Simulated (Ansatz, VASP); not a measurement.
# One calculation of InP, two programs

```
In P
1.0
     0.00000    2.93435    2.93435
     2.93435    0.00000    2.93435
     2.93435    2.93435    0.00000
In P
1 1
Direct
  0.00000 0.00000 0.00000
  0.25000 0.25000 0.25000
```

Alike in both runs: functional PBE; k mesh 13 × 13 × 13; occupations fermi-dirac, width 0.02 eV; no spin polarisation.

Ansatz relaxed the structure, and its values are those at the end. VASP's run is a single point on that final structure, the one shown.

|  | VASP | Ansatz |
| --- | --- | --- |
| version | VASP 6.6.1 | Ansatz 0.2.0 |
| potentials or method | VASP PAW PBE potentials, release 64 (In_d, P) | plane-wave PAW, scalar-relativistic |
| plane-wave cutoff (eV) | 520 | 420 |
| valence electrons in the cell | 18 | 18 |

VASP gave:

```
pressure (GPa) : 3.0
```

**Question.** What did Ansatz give for the same quantities?

**Answer.** Pressure (GPa): 3.1.

Ansatz's warnings: stress scf threshold loose.
